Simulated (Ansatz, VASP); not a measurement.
## ZnS in VASP and in Ansatz

```
Zn S
1.0
     0.00000    2.40969    3.40730
     2.40969    0.00000    3.40730
     2.40969    2.40969    0.00000
Zn S
1 1
Cartesian
  0.0000 0.0000 0.0000
  3.6145 3.6145 5.1110
```

Alike in both runs: task single point; functional r2SCAN; k mesh 8 × 8 × 8; occupations gaussian, width 0.05 eV; no spin polarisation.

|  | VASP | Ansatz |
| --- | --- | --- |
| version | VASP 6.6.1 | Ansatz 0.2.0 |
| potentials or method | VASP PAW PBE potentials, release 64 (Zn, S), cutoff 520 eV | scalar-relativistic, plane waves, PAW |
| valence electrons in the cell | 18 | 18 |

|  | VASP | Ansatz | Ansatz less VASP |
| --- | --- | --- | --- |
| gap on the k mesh at the Fermi level (eV) | 0.92 | 0.91 | -0.003 |
| least direct gap on the mesh (eV) | 0.97 | 0.96 | -0.004 |
| pressure (GPa) | -2.7 | -2.8 | -0.04 |
| traceless stress, the component that is largest in VASP (GPa) | -18.02 | -17.99 | +0.029 |

VASP's potentials were made for PBE, not for r2SCAN. The functional is the same, so the differences come from potentials, cutoffs and numerics.
